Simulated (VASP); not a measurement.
A run of VASP 6.6.1 is set up as follows.

POSCAR

```
Si3Ge
1.0
    1.9029956465      1.0986950488      6.2115237961
   -1.9029956465      1.0986950488      6.2115237961
    0.0000000000     -2.1973900976      6.2115237961
Si Ge
3 1
Direct
    1.0013363433      0.0013363433      0.0013363433
    0.4987055951      0.4987055951      0.4987055951
    0.3750071689      0.3750071689      0.3750071689
    0.8749508926      0.8749508926      0.8749508926
```

File INCAR.step1:

```
PREC = Accurate
ENCUT = 520
ISMEAR = 0
SIGMA = 0.01
LREAL = False
LASPH = True
NELM = 60
NBANDS = 21
GGA = PE
ALGO = Normal
EDIFF = 1E-4
LWAVE = True
LCHARG = False
```

INCAR.step2

```
PREC = Accurate
ENCUT = 520
EDIFF = 1E-6
ISMEAR = 0
SIGMA = 0.01
LREAL = False
LASPH = True
NELM = 60
ALGO = Normal
ISIF = 2
LWAVE = False
LCHARG = False
METAGGA = R2SCAN
LMIXTAU = True
NBANDS = 21
ISTART = 1
```

File KPOINTS:

```
Automatic mesh
0
Gamma
  6 6 6
```

Potentials or basis: VASP PAW PBE potentials, release 64 (Si, Ge_d).

The run is started by

```bash
$ cat potpaw_PBE.64/Si/POTCAR potpaw_PBE.64/Ge_d/POTCAR > POTCAR
$ cp INCAR.step1 INCAR
$ mpirun -np 1 vasp_std > vasp.out
$ cp INCAR.step2 INCAR
$ mpirun -np 1 vasp_std > vasp.out
```

Task: Predict the pressure.

Result: 6.3 GPa.

Task: What does it give for the largest force?

Result: 0.033 eV/Å.

Task: What does it give for the band gap on the k mesh?

Result: 0.69 eV, indirect (least direct gap 1.69 eV).

Forces on the atoms (eV/Å):
```
Si   0.000  0.000  0.016
Si   0.000  0.000 -0.003
Si   0.000  0.000 -0.033
Ge   0.000  0.000  0.020
```

Caveat: the PAW data sets were made with another functional, which shifts forces and pressure a little. A k mesh can miss the band edges.
